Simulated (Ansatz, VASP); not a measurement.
Given: the input of a run of VASP 6.6.1 on SiF.

INCAR

```
  PREC = Accurate
  ENCUT = 520
  EDIFF = 1E-7
  ISMEAR = -1
  SIGMA = 0.05
  LREAL = F
  LASPH = T
  NELM = 60
  ALGO = Normal
  ISIF = 2
  LWAVE = F
  LCHARG = F
  GGA = PE
  NBANDS = 12
```

Contents of KPOINTS:

```
regular mesh
0
Gamma
  10 10 10
```

POSCAR

```
SiF
1.0
    1.3386000000      0.7728400000      3.9372931000
   -1.3386000000      0.7728400000      3.9372931000
    0.0000000000     -1.5456800000      3.9372931000
Si F
1 1
Direct
    0.5000000000      0.5000000000      0.5000000000
    0.0000000000      0.0000000000      0.0000000000
```

Potentials or basis: VASP PAW PBE potentials, release 64 (Si, F).

Run with:

```bash
$ cat potpaw_PBE.64/Si/POTCAR potpaw_PBE.64/F/POTCAR > POTCAR
$ mpirun -np 1 vasp_std > vasp.out
```

Task: Set up the same calculation for Ansatz 0.2.0. Potentials there: Ansatz PAW.

Result: As run (the cutoff follows the program's own potentials):

File input.yaml:

```yaml
crystal:
  lattice:
    - [1.3386, 0.77284, 3.9372931]
    - [-1.3386, 0.77284, 3.9372931]
    - [0.0, -1.54568, 3.9372931]
  atoms:
    - { symbol: Si, position: [0.5, 0.5, 0.5] }
    - { symbol: F, position: [0.0, 0.0, 0.0] }
hamiltonian:
  xc: pbe
  pseudopotentials: { kind: paw }
kpoints:
  mp_grid: { grid: [10, 10, 10] }
scf:
  occupations: { method: fermi_dirac, width: 0.05 }
output:
  forces: true
  stress: true
  eigenvalues: true
```

Potentials or basis: Ansatz PAW.

Run with:

```sh
$ ansatz run input.yaml --threads 2 --pin off --max-ram 5632MiB --backend cpu --events-out ev --progress --plain --runs-dir out
```

Both were run:

|  | VASP | Ansatz | Ansatz less VASP |
| --- | --- | --- | --- |
| gap on the k mesh at the Fermi level (eV) | none | none | - |
| pressure (GPa) | -1.5 | -1.3 | +0.20 |
| traceless stress, the component that is largest in VASP (GPa) | -2.01 | -2.05 | -0.039 |

A gap of «none» marks a metal or a gap that the smearing closes.
